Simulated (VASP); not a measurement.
A run of VASP 6.6.1:

File INCAR:

```
ALGO = Normal
EDIFF = 1E-6
ENCUT = 400
GGA = PE
GGA_COMPAT = False
ISIF = 2
ISMEAR = -1
ISYM = -1
LASPH = True
LCHARG = False
LREAL = Auto
LWAVE = False
NBANDS = 118
NELM = 120
PREC = Accurate
SIGMA = 0.087
```

The input KPOINTS:

```
explicit points
1
Reciprocal
  0.25000000   0.25000000   0.25000000 1
```

POSCAR

```
Ti4Al
1.0
    7.4031320000      0.0101080000     -0.1346870000
    0.0101080000      7.0902150000     -0.0499130000
   -0.1346870000     -0.0499130000      7.0297780000
Ti Al
16 4
Direct
    0.8192452091     -0.0002610194      0.3313815388
    0.5045588507      0.8658690464      0.6022034607
    0.3166997675      0.2236602283      0.8039450029
    0.0215189166      0.3708877756      0.4604328102
    0.7229305025      0.3563141007      0.1912921071
    0.2836859604      0.4523704417      0.1233984881
    0.5807295951      0.5111741701      0.5085405205
    0.9908228878      0.7400182331      0.0233929851
    0.7270153358      0.1957191783      0.6738870624
    0.7261495618      0.9819674063      0.9627342208
    0.8740736891      0.7138551783      0.6516705103
    0.3318911431      0.1749898591      0.4232460387
    0.3570094281      0.9451239090      0.0302199441
    0.0751154701      0.0427608809      0.6455854511
    0.6160628734      0.5719065919      0.8427435737
    0.2612472132      0.6320887917      0.7818628200
   -0.0070165399      0.3935835652      0.8809162821
    0.2229857582      0.7767672327      0.3575145710
    0.5996026211      0.7236379008      0.2219878945
    0.0576180365      0.1315378581      0.1376414518
```

Potentials or basis: VASP PAW PBE potentials, release 64 (Ti_sv, Al).

The run is started by

```bash
$ cat potpaw_PBE.64/Ti_sv/POTCAR potpaw_PBE.64/Al/POTCAR > POTCAR
$ mpirun -np 1 vasp_std > vasp.out
```

Hardware: 1 thread of AMD EPYC 9R45 96-Core Processor (Zen 5), with other jobs on the host.

Question: Estimate the wall time of this run.

Answer: It took 2 min on 1 thread of AMD EPYC 9R45 96-Core Processor (Zen 5) (shared host), peak memory 0.29 GiB. Counts: scf iterations 26, k points 1.
